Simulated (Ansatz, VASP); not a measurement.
CoSi: VASP beside Ansatz

INCAR

```
PREC = Accurate
ENCUT = 520
EDIFF = 1E-6
ISMEAR = 0
SIGMA = 0.1
LREAL = False
LASPH = True
NELM = 100
ALGO = Normal
ISIF = 2
LWAVE = False
LCHARG = False
GGA = PS
NBANDS = 36
```

KPOINTS

```
Automatic mesh
0
Gamma
  8 8 8
```

Contents of POSCAR:

```
CoSi
1.0
    4.4308490700      0.0000000000      0.0000000000
    0.0000000000      4.4308490700      0.0000000000
    0.0000000000      0.0000000000      4.4308490700
Co Si
4 4
Direct
    0.1450189116      0.1450189116      0.1450189116
    0.3549810884      0.8549810884      0.6450189116
    0.6450189116      0.3549810884      0.8549810884
    0.8549810884      0.6450189116      0.3549810884
    0.8431597104      0.8431597104      0.8431597104
    0.6568402896      0.1568402896      0.3431597104
    0.3431597104      0.6568402896      0.1568402896
    0.1568402896      0.3431597104      0.6568402896
```

Input for Ansatz:

```yaml
crystal:
  lattice:
    - [4.43084907, 0.0, 0.0]
    - [0.0, 4.43084907, 0.0]
    - [0.0, 0.0, 4.43084907]
  atoms:
    - { symbol: Co, position: [0.1450189116, 0.1450189116, 0.1450189116] }
    - { symbol: Co, position: [0.3549810884, 0.8549810884, 0.6450189116] }
    - { symbol: Co, position: [0.6450189116, 0.3549810884, 0.8549810884] }
    - { symbol: Co, position: [0.8549810884, 0.6450189116, 0.3549810884] }
    - { symbol: Si, position: [0.8431597104, 0.8431597104, 0.8431597104] }
    - { symbol: Si, position: [0.6568402896, 0.1568402896, 0.3431597104] }
    - { symbol: Si, position: [0.3431597104, 0.6568402896, 0.1568402896] }
    - { symbol: Si, position: [0.1568402896, 0.3431597104, 0.6568402896] }
basis:
  ecutwfc: 420
kpoints:
  mp_grid: { grid: [8, 8, 8] }
  band_path:
    path:
      - [[0.0, 0.0, 0.0], [0.0, 0.5, 0.0], [0.5, 0.5, 0.0], [0.0, 0.0, 0.0], [0.5, 0.5, 0.5], [0.0, 0.5, 0.0]]
      - [[0.5, 0.5, 0.5], [0.5, 0.5, 0.0], [0.5, 0.0, 0.0]]
    npoints: 14
hamiltonian:
  xc: pbesol
scf:
  occupations: { method: gaussian, width: 0.1 }
  n_extra_bands: 20
output:
  forces: true
  stress: true
  eigenvalues: true
  populations: true
  dos: { projected: true, de: 0.02, nscf_kmesh: { grid: [12, 12, 12] } }
  bader: true
  write_density: true
  write_potential: true
  elf: true
  volumetric_format: npy
```

Alike in both runs: task single point; functional PBEsol; k mesh 8 × 8 × 8; occupations gaussian, width 0.1 eV; no spin polarisation.

|  | VASP | Ansatz |
| --- | --- | --- |
| version | VASP 6.6.1 | Ansatz 0.2.0 |
| potentials or method | VASP PAW PBE potentials, release 64 (Co, Si), cutoff 520 eV | scalar-relativistic, plane waves, PAW |
| valence electrons in the cell | 52 | 84 |

Ansatz gave:

- gap on the k mesh at the Fermi level (eV): none
- pressure (GPa): -7.0
- rms of the force components (eV/Å): 0.016

Task: Which values does VASP return?

Result: gap on the k mesh at the Fermi level (eV): none; pressure (GPa): -6.8; rms of the force components (eV/Å): 0.013.

VASP's potentials were made for PBE, not for PBEsol. Atom by atom the forces differ by 0.004 eV/Å (rms over components). A gap of «none» marks a metal or a gap that the smearing closes. VASP's potentials hold 52 valence electrons a cell and Ansatz's 84, so a difference there can come from the potentials and not from the codes.
